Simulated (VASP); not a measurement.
# W (I4/mmm) in VASP: further runs

Runs on W. Level: PBEsol. Tasks: electric field gradients.

Everything below comes from runs of VASP 6.6.1. Logs are shortened: lines on timing, memory, paths and dates and some standing lists are left out, and cuts for length are marked.

## 1. The cell of the first run

It takes space group I4/mmm (No. 139, tetragonal). The conventional cell has a = 2.900 Å, b = 2.900 Å, c = 4.060 Å, α = 90.00°, β = 90.00°, γ = 90.00°. Within 3.8 Å of W (site symmetry 4/mmm) lie 12 W at 2.89 to 2.90 Å.

## 2. Electric field gradients, PBEsol (equal xx and yy strain of +1 %)

The input, INCAR:

```
ALGO = Normal
EDIFF = 1E-8
ENCUT = 400
GGA = PS
GGA_COMPAT = F
ISIF = 2
ISMEAR = -1
LASPH = T
LCHARG = F
LEFG = T
LREAL = F
LWAVE = F
NBANDS = 13
NELM = 120
PREC = Accurate
SIGMA = 0.05
```

The input, KPOINTS:

```
k-points
0
Gamma
  14 14 14
```

The input, POSCAR:

```
W
1.0
    0.0000000000      2.0503000000      2.0300000000
    2.0503000000      0.0000000000      2.0300000000
    2.0503000000      2.0503000000      0.0000000000
W
1
Direct
    0.0000000000      0.0000000000      0.0000000000
```

Potentials or basis: VASP PAW PBE potentials, release 64 (W_sv).

On the command line:

```console
$ cat potpaw_PBE.64/W_sv/POTCAR > POTCAR
$ mpirun -np 1 vasp_std > vasp.out
```

OUTCAR:

```text
EDIFF = 1E-8
   ENCUT = 400
   GGA = PS
   ISIF = 2
   ISMEAR = -1
   LASPH = T
   LREAL = F
   NELM = 120
   PREC = Accurate

 ion  position               nearest neighbor table
   1  0.000  0.000  0.000-

  LATTYP: Found a body centered tetragonal cell.
 ALAT       =     2.8995620669
 C/A-ratio  =     1.4002114479

  Lattice vectors:

 A1 = (   0.0000000000,  -2.0503000000,  -2.0300000000)
 A2 = (   0.0000000000,   2.0503000000,  -2.0300000000)
 A3 = (   2.0503000000,   0.0000000000,   2.0300000000)

Analysis of symmetry for initial positions (statically):
=====================================================================
 Subroutine PRICEL returns:
 Original cell was already a primitive cell.

 Routine SETGRP: Setting up the symmetry group for a
 body centered tetragonal supercell.

 Subroutine GETGRP returns: Found 16 space group operations
 (whereof 16 operations were pure point group operations)
 out of a pool of 16 trial point group operations.

The static configuration has the point symmetry D_4h.

Analysis of symmetry for dynamics (positions and initial velocities):
=====================================================================
 Subroutine PRICEL returns:
 Original cell was already a primitive cell.

 Routine SETGRP: Setting up the symmetry group for a
 body centered tetragonal supercell.

 Subroutine GETGRP returns: Found 16 space group operations
 (whereof 16 operations were pure point group operations)
 out of a pool of 16 trial point group operations.

The dynamic configuration has the point symmetry D_4h.

 Subroutine INISYM returns: Found 16 space group operations
 (whereof 16 operations are pure point group operations),
 and found     1 'primitive' translations

----------------------------------------------------------------------------------------

                                     Primitive cell

  volume of cell :      17.0671

  direct lattice vectors                    reciprocal lattice vectors
     0.000000000  2.050300000  2.030000000    -0.243866751  0.243866751  0.246305419
     2.050300000  0.000000000  2.030000000     0.243866751 -0.243866751  0.246305419
     2.050300000  2.050300000  0.000000000     0.243866751  0.243866751 -0.246305419
[... 120 lines left out ...]

 Free energy of the ion-electron system (eV)
  ---------------------------------------------------
  ext. energy  EPLUGINS =         0.00000000
  ---------------------------------------------------
  free energy    TOTEN  =       -13.25835981 eV

  energy without entropy =      -13.24738253  energy(sigma->0) =      -13.25287117

 E-fermi :   9.7784     XC(G=0): -13.3393

 val. band max:        9.7735665635   @ k =  -0.1429   0.0714   0.0000
 cond. band min:       9.7796935903   @ k =  -0.3571   0.0000   0.1429
 fundamental gap:      0.0061270269
 Fermi energy:         9.7784276140

 k-point     1 :       0.0000    0.0000    0.0000
  band No.  band energies     occupation
      1     -63.9226      2.00000
      2     -27.5968      2.00000
      3     -27.5968      2.00000
      4     -27.5867      2.00000
      5       0.9909      2.00000
      6       9.2338      1.99996
      7       9.2338      1.99996
      8       9.3554      1.99958
      9      12.1243      0.00000
     10      12.3080      0.00000
     11      22.5682      0.00000
     12      27.4499      0.00000
     13      27.4499      0.00000
[... 354 lines left out ...]
  band No.  band energies     occupation
      1     -63.8691      2.00000
      2     -28.1061      2.00000
      3     -27.7407      2.00000
      4     -27.7213      2.00000
      5       3.6491      2.00000
      6       7.6378      2.00000
      7       9.5271      1.98697
      8      10.3151      0.00004
      9      11.6708      0.00000
     10      13.1880      0.00000
     11      24.1056      0.00000
     12      27.0308      0.00000
     13      29.0344      0.00000

 [... further k-points ...]
[... 5 lines left out ...]
  --------------------------------------------------------------------------------------
  -------------------------------------------------------------------------------------
  Total       -1.7029666     -1.7029666     -2.0311425      0.0000000     -0.0000000      0.0000000
  in kB     -159.8659068   -159.8659068   -190.6734006      0.0000000     -0.0000000      0.0000000
  external PRESSURE =    -170.1350714 kB  Pullay stress =       0.0000000 kB

 VOLUME and BASIS-vectors are now :
 -----------------------------------------------------------------------------
  energy-cutoff  :      400.00
  volume of cell :       17.07
      direct lattice vectors                 reciprocal lattice vectors
     0.000000000  2.050300000  2.030000000    -0.243866751  0.243866751  0.246305419
     2.050300000  0.000000000  2.030000000     0.243866751 -0.243866751  0.246305419
     2.050300000  2.050300000  0.000000000     0.243866751  0.243866751 -0.246305419

 POSITION                                       TOTAL-FORCE (eV/Angst)
 -----------------------------------------------------------------------------------
      0.00000      0.00000      0.00000         0.000000      0.000000      0.000000
 -----------------------------------------------------------------------------------
    total drift:                                0.000000      0.000000      0.000000

  FREE ENERGIE OF THE ION-ELECTRON SYSTEM (eV)
  ---------------------------------------------------
  free  energy   TOTEN  =       -13.2583598104 eV

  energy  without entropy=      -13.2473825327  energy(sigma->0) =      -13.25287117

 Electric field gradients (V/A^2)
---------------------------------------------------------------------
 ion       V_xx      V_yy      V_zz      V_xy      V_xz      V_yz
---------------------------------------------------------------------
   1      -2.301    -2.301     4.602    -0.000     0.000     0.000
---------------------------------------------------------------------

 Electric field gradients after diagonalization (V/A^2)
 (convention: |V_zz| > |V_xx| > |V_yy|)
----------------------------------------------------------------------
 ion       V_xx      V_yy      V_zz     asymmetry (V_yy - V_xx)/ V_zz
----------------------------------------------------------------------
   1      -2.301    -2.301     4.602       0.000
----------------------------------------------------------------------

           NMR quadrupolar parameters

 Cq : quadrupolar parameter    Cq=e*Q*V_zz/h
 eta: asymmetry parameters     (V_yy - V_xx)/ V_zz
 Q  : nuclear electric quadrupole moment in mb (millibarn)
----------------------------------------------------------------------
 ion       Cq(MHz)       eta       Q (mb)
----------------------------------------------------------------------
   1       0.011       0.000       1.000
----------------------------------------------------------------------
```

OSZICAR:

```text
N       E                     dE             d eps       ncg     rms          rms(c)
DAV:   1     0.712893933392E+02    0.71289E+02   -0.64182E+03  6445   0.102E+03
DAV:   2    -0.126358619758E+02   -0.83925E+02   -0.80868E+02  7004   0.278E+02
DAV:   3    -0.139907207012E+02   -0.13549E+01   -0.13498E+01  7169   0.355E+01
DAV:   4    -0.139964120498E+02   -0.56913E-02   -0.56912E-02  6914   0.251E+00
DAV:   5    -0.139964632063E+02   -0.51156E-04   -0.51158E-04  7269   0.223E-01    0.183E+01
DAV:   6    -0.134029660264E+02    0.59350E+00   -0.51681E-01  6794   0.920E+00    0.670E+00
DAV:   7    -0.132635737023E+02    0.13939E+00   -0.22629E-01  7114   0.569E+00    0.639E-01
DAV:   8    -0.132585854935E+02    0.49882E-02   -0.44386E-03  6419   0.882E-01    0.102E-01
DAV:   9    -0.132583569337E+02    0.22856E-03   -0.17298E-04  7252   0.137E-01    0.312E-02
DAV:  10    -0.132583596901E+02   -0.27564E-05   -0.77912E-06  6924   0.340E-02    0.161E-03
DAV:  11    -0.132583598805E+02   -0.19039E-06   -0.15255E-07  6889   0.415E-03    0.367E-04
DAV:  12    -0.132583598060E+02    0.74468E-07   -0.25231E-09  4622   0.656E-04    0.736E-05
DAV:  13    -0.132583598104E+02   -0.43706E-08   -0.46404E-10  3432   0.280E-04
   1 F= -.13258360E+02 E0= -.13252871E+02  d E =-.109773E-01
```

Run time: 55 s. Hardware: 1 thread of Intel Xeon 8259CL, shared host; peak memory 0.15 GiB.

Results:

```
Free energy            : -13.2584 eV
Pressure               : -17.0 GPa
Band gap on the k mesh : zero (band 7 reaches 12.78 eV, above the bottom of band 8 at 9.32 eV)
```

Levels at points of the mesh, in eV from the Fermi level:
```csv
k point,band 3,band 4,band 5,band 6,band 7,band 8,band 9,band 10,band 11,band 12
"(0.00, 0.00, 0.00)",-37.38,-37.37,-8.79,-0.54,-0.54,-0.42,2.35,2.53,12.79,17.67
"(0.50, 0.00, 0.00)",-37.52,-37.50,-5.39,-0.79,-0.65,0.56,4.75,4.83,9.71,12.40
"(0.50, 0.50, 0.00)",-37.75,-37.75,-5.21,-4.28,3.00,4.73,5.49,5.49,11.32,11.32
"(0.50, 0.00, 0.50)",-37.74,-37.72,-5.22,-4.26,2.81,4.75,5.40,5.55,11.40,11.54
```

Electric field gradients, principal values (V/Å²):
```csv
atom,least,middle,greatest (by size)
1 W,-2.301,-2.301,4.602
```

Caveat: the cell differs from its parent crystal (equal xx and yy strain of +1 %); without QUAD_EFG the Cq values of the log hold for a quadrupole moment of 1 mb, not for the nuclei; the PAW data sets were made with another functional, which shifts forces and pressure a little; spin-orbit coupling is left out, which moves the levels of the heavy elements.

## 3. Electric field gradients, PBEsol (equal xx and yy strain of +2 %)

The input, INCAR:

```
ALGO = Normal
EDIFF = 1E-8
ENCUT = 400
GGA = PS
GGA_COMPAT = False
ISIF = 2
ISMEAR = -1
LASPH = True
LCHARG = False
LEFG = True
LREAL = False
LWAVE = False
NBANDS = 13
NELM = 120
PREC = Accurate
SIGMA = 0.05
```

KPOINTS is that of step 2.

The input, POSCAR:

```
W
1.0
    0.0000000000      2.0706000000      2.0300000000
    2.0706000000      0.0000000000      2.0300000000
    2.0706000000      2.0706000000      0.0000000000
W
1
Direct
    0.0000000000      0.0000000000      0.0000000000
```

Potentials or basis: VASP PAW PBE potentials, release 64 (W_sv).

On the command line:

```console
$ cat potpaw_PBE.64/W_sv/POTCAR > POTCAR
$ mpirun -np 1 vasp_std > vasp.out
```

OUTCAR:

```text
EDIFF = 1E-8
   ENCUT = 400
   GGA = PS
   ISIF = 2
   ISMEAR = -1
   LASPH = True
   LREAL = False
   NELM = 120
   PREC = Accurate

 ion  position               nearest neighbor table
   1  0.000  0.000  0.000-

  LATTYP: Found a body centered tetragonal cell.
 ALAT       =     2.9282706022
 C/A-ratio  =     1.3864838847

  Lattice vectors:

[... 590 lines left out ...]
 -----------------------------------------------------------------------------------
    total drift:                                0.000000      0.000000      0.000000

  FREE ENERGIE OF THE ION-ELECTRON SYSTEM (eV)
  ---------------------------------------------------
  free  energy   TOTEN  =       -13.2210470648 eV

  energy  without entropy=      -13.2097268574  energy(sigma->0) =      -13.21538696

 Electric field gradients (V/A^2)
---------------------------------------------------------------------
 ion       V_xx      V_yy      V_zz      V_xy      V_xz      V_yz
---------------------------------------------------------------------
   1      -4.750    -4.750     9.499    -0.000     0.000     0.000
---------------------------------------------------------------------

 Electric field gradients after diagonalization (V/A^2)
 (convention: |V_zz| > |V_xx| > |V_yy|)
----------------------------------------------------------------------
 ion       V_xx      V_yy      V_zz     asymmetry (V_yy - V_xx)/ V_zz
----------------------------------------------------------------------
   1      -4.750    -4.749     9.499       0.000
----------------------------------------------------------------------

           NMR quadrupolar parameters

 Cq : quadrupolar parameter    Cq=e*Q*V_zz/h
 eta: asymmetry parameters     (V_yy - V_xx)/ V_zz
 Q  : nuclear electric quadrupole moment in mb (millibarn)
----------------------------------------------------------------------
 ion       Cq(MHz)       eta       Q (mb)
----------------------------------------------------------------------
   1       0.023       0.000       1.000
----------------------------------------------------------------------
```

Wall time 56 s (1 thread of Intel Xeon 8259CL, shared host); peak memory 0.15 GiB.

Results:

```yaml
Free_energy: -13.2210 eV
Pressure: -21.4 GPa
Band_gap_on_the_k_mesh: zero (band 7 reaches 12.55 eV, above the bottom of band 8 at 9.04 eV)
```

Stress tensor (GPa, compression positive):
```
-19.35   0.00   0.00
  0.00 -19.35   0.00
  0.00   0.00 -25.44
```

Levels at points of the mesh, in eV from the Fermi level:
```
           k point  band 5  band 6  band 7  band 8  band 9  band 10
(0.00, 0.00, 0.00)   -8.70   -0.57   -0.57   -0.34    2.18     2.53
(0.50, 0.00, 0.00)   -5.30   -0.84   -0.56    0.50    4.56     4.73
(0.50, 0.50, 0.00)   -5.08   -4.20    3.02    4.58    5.33     5.33
(0.50, 0.00, 0.50)   -5.11   -4.14    2.64    4.60    5.17     5.44
```

Electric field gradients, principal values (V/Å²):
```csv
atom,least,middle,greatest (by size)
1 W,-4.749,-4.750,9.499
```

Caveat: the cell differs from its parent crystal (equal xx and yy strain of +2 %); without QUAD_EFG the Cq values of the log hold for a quadrupole moment of 1 mb, not for the nuclei; the PAW data sets were made with another functional, which shifts forces and pressure a little; spin-orbit coupling is left out, which moves the levels of the heavy elements.

[end of part 1 of 2]
